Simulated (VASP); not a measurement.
# Zn4SeS3 (P-4m2) in VASP: single point with PBE

Aim: the single point of Zn4SeS3 with PBE.

Everything below comes from runs of VASP 6.6.1. Logs are shortened: lines on timing, memory, paths and dates and some standing lists are left out, and cuts for length are marked.

**1. The cell of the first run**

The structure is tetragonal, space group P-4m2 (No. 115). The conventional cell has a = 3.901 Å, b = 3.901 Å, c = 11.028 Å, α = 90.00°, β = 90.00°, γ = 90.00°. Within 3.1 Å of Zn (site symmetry 2mm) lie 4 S at 2.37 Å. Zn (site symmetry 2mm) has 2 S at 2.37 Å and 2 Se at 2.45 Å within 3.1 Å. Se (site symmetry -4m2) has 4 Zn at 2.45 Å within 3.2 Å. S (site symmetry -4m2) has 4 Zn at 2.37 Å within 3.1 Å. S (site symmetry 2mm) has 4 Zn at 2.37 Å within 3.1 Å.

**2. Single point, PBE**

INCAR

```
SYSTEM = Zn4SeS3
PREC     = Accurate       ! precision mode
ENCUT    = 520            ! plane-wave cutoff, eV
EDIFF    = 1E-7           ! SCF threshold, eV
ISMEAR   = 0              ! smearing method
SIGMA    = 0.02           ! smearing width, eV
LREAL    = .False.        ! projectors in reciprocal space
LASPH    = .True.         ! aspherical terms in the spheres
NELM     = 100            ! most SCF steps
ALGO     = Normal         ! electronic algorithm
ISIF     = 2              ! what is computed and relaxed
LWAVE    = .False.        ! write WAVECAR
LCHARG   = .False.        ! write CHGCAR
GGA      = PE             ! functional
NBANDS   = 46             ! bands
```

KPOINTS

```
Automatic mesh
0
Gamma
  8 8 4
  0 0 0
```

POSCAR

```
Zn4SeS3
1.0
    3.9006318763      0.0000000000      0.0000000000
    0.0000000000      3.9006318763      0.0000000000
    0.0000000000      0.0000000000     11.0276121730
Zn Se S
4 1 3
Direct
    0.5000000000      0.0000000000      0.8785221039
    0.0000000000      0.5000000000      0.1214778961
    0.5000000000      0.0000000000      0.3648750946
    0.0000000000      0.5000000000      0.6351249054
    0.0000000000      0.0000000000      0.5000000000
    0.0000000000      0.0000000000      0.0000000000
    0.5000000000      0.5000000000      0.2431812904
    0.5000000000      0.5000000000      0.7568187096
```

Potentials or basis: VASP PAW PBE potentials, release 64 (Zn, Se, S).

Launch:

```console
$ cat potpaw_PBE.64/Zn/POTCAR potpaw_PBE.64/Se/POTCAR potpaw_PBE.64/S/POTCAR > POTCAR
$ mpirun -np 1 vasp_std > vasp.out
```

OUTCAR:

```text
SYSTEM = Zn4SeS3
   PREC = Accurate
   ENCUT = 520
   EDIFF = 1E-7
   ISMEAR = 0
   LREAL = .False.
   LASPH = .True.
   NELM = 100
   ISIF = 2
   GGA = PE

 ion  position               nearest neighbor table
   1  0.500  0.000  0.879-   6 2.37   6 2.37   8 2.37   8 2.37
   2  0.000  0.500  0.121-   6 2.37   6 2.37   7 2.37   7 2.37
   3  0.500  0.000  0.365-   7 2.37   7 2.37   5 2.45   5 2.45
   4  0.000  0.500  0.635-   8 2.37   8 2.37   5 2.45   5 2.45
   5  0.000  0.000  0.500-   3 2.45   4 2.45   4 2.45   3 2.45
   6  0.000  0.000  0.000-   2 2.37   2 2.37   1 2.37   1 2.37
   7  0.500  0.500  0.243-   3 2.37   3 2.37   2 2.37   2 2.37
   8  0.500  0.500  0.757-   4 2.37   4 2.37   1 2.37   1 2.37

  LATTYP: Found a simple tetragonal cell.
 ALAT       =     3.9006318763
 C/A-ratio  =     2.8271348137

  Lattice vectors:

 A1 = (   3.9006318763,   0.0000000000,   0.0000000000)
 A2 = (   0.0000000000,   3.9006318763,   0.0000000000)
 A3 = (   0.0000000000,   0.0000000000,  11.0276121730)

Analysis of symmetry for initial positions (statically):
=====================================================================
 Subroutine PRICEL returns:
 Original cell was already a primitive cell.

 Routine SETGRP: Setting up the symmetry group for a
 simple tetragonal supercell.

 Subroutine GETGRP returns: Found  8 space group operations
 (whereof  8 operations were pure point group operations)
 out of a pool of 16 trial point group operations.

The static configuration has the point symmetry D_2d.

Analysis of symmetry for dynamics (positions and initial velocities):
=====================================================================
 Subroutine PRICEL returns:
 Original cell was already a primitive cell.

 Routine SETGRP: Setting up the symmetry group for a
 simple tetragonal supercell.

 Subroutine GETGRP returns: Found  8 space group operations
 (whereof  8 operations were pure point group operations)
 out of a pool of 16 trial point group operations.

The dynamic configuration has the point symmetry D_2d.

 Subroutine INISYM returns: Found  8 space group operations
 (whereof  8 operations are pure point group operations),
 and found     1 'primitive' translations

----------------------------------------------------------------------------------------

                                     Primitive cell

  volume of cell :     167.7843

  direct lattice vectors                    reciprocal lattice vectors
     3.900631876  0.000000000  0.000000000     0.256368720  0.000000000  0.000000000
     0.000000000  3.900631876  0.000000000     0.000000000  0.256368720  0.000000000
     0.000000000  0.000000000 11.027612173     0.000000000  0.000000000  0.090681463

  length of vectors
     3.900631876  3.900631876 11.027612173     0.256368720  0.256368720  0.090681463

  position of ions in fractional coordinates (direct lattice)
     0.500000000  0.000000000  0.878522104
     0.000000000  0.500000000  0.121477896
     0.500000000  0.000000000  0.364875095
     0.000000000  0.500000000  0.635124905
     0.000000000  0.000000000  0.500000000
     0.000000000  0.000000000  0.000000000
     0.500000000  0.500000000  0.243181290
     0.500000000  0.500000000  0.756818710

  ion indices of the primitive-cell ions
   primitive index   ion index
                 1           1
                 2           2
                 3           3
                 4           4
                 5           5
                 6           6
                 7           7
                 8           8

----------------------------------------------------------------------------------------

 KPOINTS: Automatic mesh

Automatic generation of k-mesh.
 Grid dimensions read from file:
 generate k-points for:    8    8    4

 Generating k-lattice:

  Cartesian coordinates                     Fractional coordinates (reciprocal lattice)
     0.032046090  0.000000000  0.000000000     0.125000000  0.000000000  0.000000000
     0.000000000  0.032046090  0.000000000     0.000000000  0.125000000  0.000000000
     0.000000000  0.000000000  0.022670366     0.000000000  0.000000000  0.250000000

  Length of vectors
     0.032046090  0.032046090  0.022670366

  Shift w.r.t. Gamma in fractional coordinates (k-lattice)
     0.000000000  0.000000000  0.000000000

 Subroutine IBZKPT returns following result:
 ===========================================

 Found     45 irreducible k-points:

 Following reciprocal coordinates:
            Coordinates               Weight
  0.000000  0.000000  0.000000      1.000000
  0.125000  0.000000  0.000000      4.000000
  0.250000  0.000000  0.000000      4.000000
  0.375000  0.000000  0.000000      4.000000
  0.500000  0.000000  0.000000      2.000000
  0.125000  0.125000  0.000000      4.000000
[... 16 lines left out ...]
  0.375000  0.125000  0.250000     16.000000
  0.500000  0.125000  0.250000      8.000000
 [... further k-points ...]
   k-points           NKPTS =     45   k-points in BZ     NKDIM =     45   number of bands    NBANDS=     46
   number of dos      NEDOS =    301   number of ions     NIONS =      8
   total plane-waves  NPLWV =  75600
   dimension x,y,z NGX =    30 NGY =   30 NGZ =   84
   dimension x,y,z NGXF=    60 NGYF=   60 NGZF=  168
   ions per type =               4   1   3
   NGX,Y,Z   is equivalent  to a cutoff of  12.79, 12.79, 12.66 a.u.
   NGXF,Y,Z  is equivalent  to a cutoff of  25.57, 25.57, 25.33 a.u.
 SYSTEM =  Zn4SeS3
   PREC   = accura    normal or accurate (medium, high low for compatibility)
   ISTART =      0    job   : 0-new  1-cont  2-samecut
   ICHARG =      2    charge: 1-file 2-atom 10-const
   ISPIN  =      1    spin polarized calculation?
   LNONCOLLINEAR =      F non collinear calculations
   LSORBIT =      F    spin-orbit coupling
   LASPH  =      T    aspherical Exc in radial PAW
   ENCUT  =  520.0 eV  38.22 Ry    6.18 a.u.   7.25  7.25 20.50*2*pi/ulx,y,z
   NELM   =    100;   NELMIN=  2; NELMDL= -5     # of ELM steps
   EDIFF  = 0.1E-06   stopping-criterion for ELM
   LREAL  =      F    real-space projection
   EDIFFG = 0.1E-05   stopping-criterion for IOM
   NSW    =      0    number of steps for IOM
   IBRION =     -1    ionic relax: 0-MD 1-quasi-New 2-CG
   NFREE  =      0    steps in history (QN), initial steepest desc. (CG)
   ISIF   =      2    stress and relaxation
   ISYM   =      2    0-nonsym 1-usesym 2-fastsym
   POTIM  = 0.5000    time-step for ionic-motion
   TEBEG  =    0.0;   TEEND  =   0.0 temperature during run
   PSTRESS=    0.0 pullay stress
   NELECT =      72.0000    total number of electrons
   NUPDOWN=      -1.0000    fix difference up-down
   EMIN   =  10.00;   EMAX   =-10.00  energy-range for DOS
   EFERMI =   0.00;   METHOD = LEGACY
   ISMEAR =     0;   SIGMA  =   0.02  broadening in eV -4-tet -1-fermi 0-gaus
   EFERMI_NEDOS =   21; number of points for ismear=-14 and -15
   IALGO  =     38    algorithm
   IMIX   =      4    mixing-type and parameters
     AMIX     =   0.40;   BMIX     =  1.00
     AMIX_MAG =   1.60;   BMIX_MAG =  1.00
  volume/ion in A,a.u.               =      20.97       141.53
  Fermi-wavevector in a.u.,A,eV,Ry     =   1.234815  2.333462 20.745726  1.524768
  Thomas-Fermi vector in A             =   2.369490
   LORBIT       =      0    0 simple, 1 ext, 2 COOP (PROOUT), +10 PAW based schemes
   GGA     = PE    functional components
   LHFCALC =     F    Hartree Fock is set to
   AEXX    =    0.0000 exact exchange contribution
   IVDW    =     0    specifies the selected vdW correction
   LEPSILON=     F    determine dielectric tensor
   LRPA    =     F    only Hartree local field effects (RPA)
 non-spin polarized calculation
 Gauss-broadening in eV      SIGMA  =   0.02
  energy-cutoff  :      520.00
  volume of cell :      167.78
 maximum number of plane-waves:      4566
 NGX is ok and might be reduce to    30
   NGX = 15   NGY = 15   NGZ = 41

 number of electron      71.9999943 magnetization

 Free energy of the ion-electron system (eV)
  ---------------------------------------------------
  ext. energy  EPLUGINS =         0.00000000
  ---------------------------------------------------
  free energy    TOTEN  =       -26.53379371 eV

  energy without entropy =      -26.53379371  energy(sigma->0) =      -26.53379371

 E-fermi :   1.9673     XC(G=0):  -9.4376

 val. band max:        1.8254226699   @ k =   0.0000   0.0000   0.0000
 cond. band min:       3.5239842397   @ k =   0.0000   0.0000   0.0000
 fundamental gap:      1.6985615698
 Fermi energy:         1.9673223120

 k-point     1 :       0.0000    0.0000    0.0000
  band No.  band energies     occupation
      1     -11.2543      2.00000
      2     -10.7443      2.00000
      3     -10.7204      2.00000
      4     -10.1187      2.00000
      5      -4.6017      2.00000
      6      -4.5909      2.00000
[... 38 lines left out ...]
     45       8.0175      0.00000
     46       8.0337      0.00000

 k-point     2 :       0.1250    0.0000    0.0000
  band No.  band energies     occupation
      1     -11.1818      2.00000
      2     -10.7002      2.00000
      3     -10.6745      2.00000
      4     -10.1188      2.00000
      5      -4.5746      2.00000
      6      -4.5637      2.00000
[... 38 lines left out ...]
     45       8.1285      0.00000
     46       8.3340      0.00000

 k-point     3 :       0.2500    0.0000    0.0000
  band No.  band energies     occupation
      1     -10.9814      2.00000
      2     -10.5895      2.00000
      3     -10.5590      2.00000
      4     -10.1398      2.00000
      5      -4.5477      2.00000
      6      -4.5308      2.00000
[... 38 lines left out ...]
     45       8.4374      0.00000
     46       8.7730      0.00000

 k-point     4 :       0.3750    0.0000    0.0000
  band No.  band energies     occupation
      1     -10.7053      2.00000
      2     -10.4719      2.00000
      3     -10.4368      2.00000
      4     -10.2288      2.00000
      5      -4.4978      2.00000
      6      -4.4786      2.00000
[... 920 lines left out ...]
     45       8.7254      0.00000
     46       8.8215      0.00000

 k-point    23 :       0.3750    0.1250    0.2500
  band No.  band energies     occupation
      1     -10.6335      2.00000
      2     -10.4990      2.00000
      3     -10.3301      2.00000
      4     -10.2161      2.00000
      5      -4.5240      2.00000
      6      -4.4706      2.00000
[... 38 lines left out ...]
     45       8.8544      0.00000
     46       9.0192      0.00000

 k-point    24 :       0.5000    0.1250    0.2500
  band No.  band energies     occupation
      1     -10.3990      2.00000
      2     -10.3979      2.00000
      3     -10.3845      2.00000
      4     -10.3134      2.00000
      5      -4.4828      2.00000
      6      -4.4728      2.00000
[... 38 lines left out ...]
     45       8.7106      0.00000
     46       8.8249      0.00000

 [... further k-points ...]

------------------------ aborting loop because EDIFF is reached ----------------------------------------

  FORCE on cell =-STRESS in cart. coord.  units (eV):
  Direction    XX          YY          ZZ          XY          YZ          ZX
  --------------------------------------------------------------------------------------
  -------------------------------------------------------------------------------------
  Total        0.1724075      0.1724075      0.1622115      0.0000000      0.0000000      0.0000000
  in kB        1.6463240      1.6463240      1.5489621      0.0000000      0.0000000      0.0000000
  external PRESSURE =       1.6138701 kB  Pullay stress =       0.0000000 kB

 VOLUME and BASIS-vectors are now :
 -----------------------------------------------------------------------------
  energy-cutoff  :      520.00
  volume of cell :      167.78
      direct lattice vectors                 reciprocal lattice vectors
     3.900631876  0.000000000  0.000000000     0.256368720  0.000000000  0.000000000
     0.000000000  3.900631876  0.000000000     0.000000000  0.256368720  0.000000000
     0.000000000  0.000000000 11.027612173     0.000000000  0.000000000  0.090681463

 POSITION                                       TOTAL-FORCE (eV/Angst)
 -----------------------------------------------------------------------------------
      1.95032      0.00000      9.68800         0.000000     -0.000000      0.001301
      0.00000      1.95032      1.33961         0.000000     -0.000000     -0.001301
      1.95032      0.00000      4.02370         0.000000     -0.000000     -0.006048
      0.00000      1.95032      7.00391        -0.000000     -0.000000      0.006048
      0.00000      0.00000      5.51381         0.000000     -0.000000      0.000000
      0.00000      0.00000      0.00000         0.000000     -0.000000      0.000000
      1.95032      1.95032      2.68171         0.000000     -0.000000     -0.000566
      1.95032      1.95032      8.34590         0.000000      0.000000      0.000566
 -----------------------------------------------------------------------------------
    total drift:                                0.000000     -0.000000      0.000000

  FREE ENERGIE OF THE ION-ELECTRON SYSTEM (eV)
  ---------------------------------------------------
  free  energy   TOTEN  =       -26.5337937103 eV

  energy  without entropy=      -26.5337937103  energy(sigma->0) =      -26.53379371
```

Run time: 3.5 min. Hardware: 1 thread of Intel Xeon 6975P-C (Granite Rapids), shared host; peak memory 0.44 GiB.

Results:

```yaml
Free_energy: -26.5338 eV
Pressure: 0.2 GPa
Largest_force: 0.006 eV/Å
Band_gap_on_the_k_mesh: 1.70 eV
```

Forces on the atoms (eV/Å):
```
Zn   0.000  0.000  0.001
Zn   0.000  0.000 -0.001
Zn   0.000  0.000 -0.006
Zn   0.000  0.000  0.006
Se   0.000  0.000  0.000
S    0.000  0.000  0.000
S    0.000  0.000 -0.001
S    0.000  0.000  0.001
```
